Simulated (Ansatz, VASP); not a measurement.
# InSb in VASP and in Ansatz

```xyz
2
Lattice="0.0000 3.1419 3.1905 3.1419 0.0000 3.1905 3.1419 3.1419 0.0000" Properties=species:S:1:pos:R:3 pbc="T T T"
In    0.0000    0.0000    0.0000
Sb    4.7129    4.7129    4.7858
```

Change from the starting cell: strain -0.030 along x and y, -0.015 along z, atoms carried along.

Alike in both runs: task single point; functional PBEsol; k mesh 12 × 12 × 12; occupations gaussian, width 0.15 eV; no spin polarisation.

|  | VASP | Ansatz |
| --- | --- | --- |
| version | VASP 6.6.1 | Ansatz 0.2.0 |
| potentials or method | VASP PAW PBE potentials, release 64 (In_d, Sb), cutoff 520 eV | scalar-relativistic, plane waves, PAW |
| valence electrons in the cell | 18 | 28 |

|  | VASP | Ansatz | Ansatz less VASP |
| --- | --- | --- | --- |
| gap on the k mesh at the Fermi level (eV) | 0.15 | 0.14 | -0.012 |
| least direct gap on the mesh (eV) | 0.15 | 0.14 | -0.012 |
| pressure (GPa) | 5.1 | 5.1 | -0.03 |
| traceless stress, the component that is largest in VASP (GPa) | -0.27 | -0.27 | 0.000 |

VASP's potentials were made for PBE, not for PBEsol. VASP's potentials hold 18 valence electrons a cell and Ansatz's 28, so a difference there can come from the potentials and not from the codes.

Spin-orbit coupling is off throughout.
